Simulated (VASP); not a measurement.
Set up this calculation in VASP 6.6.1, as the native input.

```yaml
Task: single point
Functional: PBEsol
Potentials_or_basis: VASP PAW PBE potentials, release 64 (Hf_pv, N)
Cutoff: 520 eV
k_mesh: 10 × 10 × 14
Occupations: gaussian, width 0.15 eV
Spin: no spin polarisation
Dipole_correction: no
Further_INCAR_settings: ALGO = Normal; EDIFF = 1e-06; NBANDS = 34
```

The structure of Hf2N lies in POSCAR:

```
Hf2N
1.0
    5.2955389246      0.0000000000      0.0000000000
    0.0000000000      5.2955389246      0.0000000000
    0.0000000000      0.0000000000      3.2274489833
Hf N
4 2
Direct
    0.3421983702      0.2487282336      0.0000000000
    0.6578016298      0.7512717664      0.0000000000
    0.8421983702      0.2512717664      0.5000000000
    0.1578016298      0.7487282336      0.5000000000
    0.0000000000      0.0000000000      0.0000000000
    0.5000000000      0.5000000000      0.5000000000
```

This cell differs from its parent crystal: atoms displaced along a vibrational mode.

The input as run:

INCAR

```
SYSTEM = Hf2N
PREC = Accurate
ENCUT = 520
EDIFF = 1E-6
ISMEAR = 0
SIGMA = 0.15
LREAL = .FALSE.
LASPH = .TRUE.
NELM = 100
ALGO = Normal
ISIF = 2
LWAVE = .FALSE.
LCHARG = .TRUE.
GGA = PS
LELF = .TRUE.
LVHAR = .TRUE.
NBANDS = 34
```

KPOINTS

```
Automatic mesh
0
G
  10 10 14
  0 0 0
```

Potentials or basis: VASP PAW PBE potentials, release 64 (Hf_pv, N).

The run is started by

```sh
$ cat potpaw_PBE.64/Hf_pv/POTCAR potpaw_PBE.64/N/POTCAR > POTCAR
$ mpirun -np 1 vasp_std > vasp.out
```

It gave:

```yaml
Pressure: -2.9 GPa
Largest_force: 0.901 eV/Å
Band_gap_on_the_k_mesh: zero (bands 25 and 26 overlap by 1.90 eV)
```

Caveat: the cell differs from its parent crystal (atoms displaced along a vibrational mode); the stress differs along the axes, from -10 to 9 GPa; the PAW data sets were made with another functional, which shifts forces and pressure a little; spin-orbit coupling is left out, which moves the levels of the heavy elements.

Run time: 5.8 min on 1 thread of Intel(R) Xeon(R) 6975P-C (Granite Rapids) (shared host), peak memory 0.71 GiB.
